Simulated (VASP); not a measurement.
# WS2 (P4mm) in VASP: notebook, part 2 of 2

VASP 6.6.1. Earlier steps stand in the parts before.

## 3. Single point, PBE, collinear spin, ferrimagnetic start

The input, INCAR:

```
SYSTEM = WS2
PREC     = Accurate       ! precision mode
ENCUT    = 520            ! plane-wave cutoff, eV
EDIFF    = 1E-6           ! SCF threshold, eV
ISMEAR   = 0              ! smearing method
SIGMA    = 0.1            ! smearing width, eV
LREAL    = .FALSE.        ! projectors in reciprocal space
LASPH    = .TRUE.         ! aspherical terms in the spheres
NELM     = 150            ! most SCF steps
ALGO     = Normal         ! electronic algorithm
ISIF     = 2              ! what is computed and relaxed
LWAVE    = .FALSE.        ! write WAVECAR
LCHARG   = .FALSE.        ! write CHGCAR
ISPIN    = 2              ! spin polarisation
MAGMOM   = 2.78 -0.38 0 0 0 0 ! initial moments
LORBIT   = 11             ! projections on sites
LMAXMIX  = 4              ! l up to which the mixer works
GGA      = PE             ! functional
NBANDS   = 39             ! bands
```

The input, KPOINTS:

```
Automatic mesh
0
G
  4 4 4
  0 0 0
```

The input, POSCAR:

```
WS2
1.0
    5.1544478300      0.0000000000      0.0000000000
    0.0000000000      5.1544478300      0.0000000000
    0.0000000000      0.0000000000      5.8135954400
W S
2 4
Direct
    0.5000000000      0.5000000000      0.1645012900
    0.5000000000      0.5000000000      0.6912022700
    0.1661993100      0.1661993100      0.7577152600
    0.8338006900      0.8338006900      0.7577152600
    0.8338006900      0.1661993100      0.7577152600
    0.1661993100      0.8338006900      0.7577152600
```

Potentials or basis: VASP PAW PBE potentials, release 64 (W_sv, S).

Launch:

```console
cat potpaw_PBE.64/W_sv/POTCAR potpaw_PBE.64/S/POTCAR > POTCAR
mpirun -np 1 vasp_std > vasp.out
```

OUTCAR:

```text
SYSTEM = WS2
   PREC = Accurate
   ENCUT = 520
   EDIFF = 1E-6
   ISMEAR = 0
   LREAL = .FALSE.
   LASPH = .TRUE.
   NELM = 150
   ISIF = 2
   ISPIN = 2
   LORBIT = 11
   GGA = PE

 ion  position               nearest neighbor table
   1  0.500  0.500  0.165-   2 2.75   2 3.06
   2  0.500  0.500  0.691-   3 2.46   4 2.46   5 2.46   6 2.46   1 2.75   1 3.06
   3  0.166  0.166  0.758-   5 1.71   6 1.71   4 2.42   2 2.46
   4  0.834  0.834  0.758-   5 1.71   6 1.71   3 2.42   2 2.46
   5  0.834  0.166  0.758-   3 1.71   4 1.71   6 2.42   2 2.46
   6  0.166  0.834  0.758-   3 1.71   4 1.71   5 2.42   2 2.46

  LATTYP: Found a simple tetragonal cell.
 ALAT       =     5.1544478300
 C/A-ratio  =     1.1278793833

  Lattice vectors:

 A1 = (   5.1544478300,   0.0000000000,   0.0000000000)
 A2 = (   0.0000000000,   5.1544478300,   0.0000000000)
 A3 = (   0.0000000000,   0.0000000000,   5.8135954400)

Analysis of symmetry for initial positions (statically):
=====================================================================
 Subroutine PRICEL returns:
 Original cell was already a primitive cell.

 Routine SETGRP: Setting up the symmetry group for a
 simple tetragonal supercell.

 Subroutine GETGRP returns: Found  8 space group operations
 (whereof  8 operations were pure point group operations)
 out of a pool of 16 trial point group operations.

The static configuration has the point symmetry C_4v.

Analysis of symmetry for dynamics (positions and initial velocities):
=====================================================================
 Subroutine PRICEL returns:
 Original cell was already a primitive cell.

 Routine SETGRP: Setting up the symmetry group for a
 simple tetragonal supercell.

 Subroutine GETGRP returns: Found  8 space group operations
 (whereof  8 operations were pure point group operations)
 out of a pool of 16 trial point group operations.

The dynamic configuration has the point symmetry C_4v.

Analysis of structural, dynamic, and magnetic symmetry:
=====================================================================
 Subroutine PRICEL returns:
[... 174 lines left out ...]
      5     -34.1223      1.00000
      6     -33.8752      1.00000
[... 727 lines left out ...]
     37       8.6208      0.00000
     38      10.1957      0.00000
 Fermi energy:         4.7843580350

 spin component 2

 k-point     1 :       0.0000    0.0000    0.0000
  band No.  band energies     occupation
      1     -69.6786      1.00000
      2     -68.4752      1.00000
      3     -34.1060      1.00000
      4     -34.1060      1.00000
      5     -33.6961      1.00000
      6     -32.5440      1.00000
[... 727 lines left out ...]
     37       8.8568      0.00000
     38      10.6119      0.00000
 [bands above 38 left out]

------------------------ aborting loop because EDIFF is reached ----------------------------------------

  FORCE on cell =-STRESS in cart. coord.  units (eV):
  Direction    XX          YY          ZZ          XY          YZ          ZX
  --------------------------------------------------------------------------------------
  -------------------------------------------------------------------------------------
  Total       43.5390842     43.5390842    -10.3646802      0.0000000      0.0000000      0.0000000
  in kB      451.6279060    451.6279060   -107.5121097      0.0000000      0.0000000      0.0000000
  external PRESSURE =     265.2479008 kB  Pullay stress =       0.0000000 kB

 VOLUME and BASIS-vectors are now :
 -----------------------------------------------------------------------------
  energy-cutoff  :      520.00
  volume of cell :      154.46
      direct lattice vectors                 reciprocal lattice vectors
     5.154447830  0.000000000  0.000000000     0.194007202  0.000000000  0.000000000
     0.000000000  5.154447830  0.000000000     0.000000000  0.194007202  0.000000000
     0.000000000  0.000000000  5.813595440     0.000000000  0.000000000  0.172010593

 POSITION                                       TOTAL-FORCE (eV/Angst)
 -----------------------------------------------------------------------------------
      2.57722      2.57722      0.95634        -0.000000     -0.000000      0.311438
      2.57722      2.57722      4.01837        -0.000000     -0.000000      0.928012
      0.85667      0.85667      4.40505        14.386526     14.386526     -0.309863
      4.29778      4.29778      4.40505       -14.386526    -14.386526     -0.309863
      4.29778      0.85667      4.40505       -14.386526     14.386526     -0.309863
      0.85667      4.29778      4.40505        14.386526    -14.386526     -0.309863
 -----------------------------------------------------------------------------------
    total drift:                                0.000000      0.000000     -0.000115

  FREE ENERGIE OF THE ION-ELECTRON SYSTEM (eV)
  ---------------------------------------------------
  free  energy   TOTEN  =       -23.2341414795 eV

  energy  without entropy=      -23.2004288100  energy(sigma->0) =      -23.21728514

 total charge

# of ion       s       p       d       tot
------------------------------------------
    1        2.410   6.020   3.267  11.697
    2        2.301   6.158   3.466  11.925
    3        1.363   2.614   0.000   3.977
    4        1.363   2.614   0.000   3.977
    5        1.363   2.614   0.000   3.977
    6        1.363   2.614   0.000   3.977
--------------------------------------------------
tot         10.164  22.633   6.733  39.531

 magnetization (x)

# of ion       s       p       d       tot
------------------------------------------
    1        0.141   0.017   2.622   2.780
    2       -0.015   0.003  -0.431  -0.444
    3       -0.001   0.001   0.000  -0.000
    4       -0.001   0.001   0.000  -0.000
    5       -0.001   0.001   0.000  -0.000
    6       -0.001   0.001   0.000  -0.000
--------------------------------------------------
tot          0.123   0.022   2.191   2.336
```

Run time: 4.5 min. Hardware: 1 thread of Oxide Virtual Turin-like, shared host; peak memory 0.36 GiB.

Results:

| Property | Result |
| --- | --- |
| Free energy | -23.2341 eV |
| Pressure | 26.5 GPa |
| Largest force | 20.348 eV/Å |
| Net moment | 3.32 μB per cell |
| Site moments | W +2.78, -0.44; S -0.00 μB |
| Valence electrons inside the program's atomic spheres | W 11.70, 11.93; S 3.98 |

Forces on the atoms (eV/Å):
```
W     0.000   0.000   0.311
W     0.000   0.000   0.928
S    14.387  14.387  -0.310
S   -14.387 -14.387  -0.310
S   -14.387  14.387  -0.310
S    14.387 -14.387  -0.310
```

Caveat: forces of over 1 eV/Å act on the atoms, so gaps and moduli don't describe the material at rest.
